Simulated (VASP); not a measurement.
MgO:

```xyz
2
Lattice="0.0000 2.1245 2.1245 2.1245 0.0000 2.1245 2.1245 2.1245 0.0000" Properties=species:S:1:pos:R:3 pbc="T T T"
Mg    0.0000    0.0000    0.0000
O     2.1245    2.1245    2.1245
```

```yaml
Program: VASP 6.6.1
Task: relaxation of cell and atoms
Functional: RPBE
Potentials_or_basis: VASP PAW PBE potentials, release 64 (Mg, O)
Cutoff: 600 eV
k_mesh: 10 × 10 × 10
Occupations: gaussian, width 0.02 eV
Spin: no spin polarisation
```

At the start: pressure 4.0 GPa; volume 9.59 Å³/atom.

Task: How do energy, volume and symmetry change on relaxing?

Result: Over 3 steps the energy falls by 3.2 meV/atom and the volume is 9.85 Å³/atom (+2.7 %); space group Fm-3m (No. 225, to 0.1 Å) before and after.

The path:
```csv
step,energy change (eV),largest force (eV/Å),pressure (GPa),volume (Å³)
1,0.0000,0.0000,4.02,19.18
2,-0.0059,0.0000,-1.04,19.85
3,-0.0064,0.0000,0.00,19.70
```

Final structure:
```
CELL_PARAMETERS angstrom
0.00000 2.14371 2.14371
2.14371 0.00000 2.14371
2.14371 2.14371 0.00000
ATOMIC_POSITIONS crystal
Mg 0.00000 0.00000 0.00000
O 0.50000 0.50000 0.50000
```

Caveat: the PAW data sets were made with another functional, which shifts forces and pressure a little.
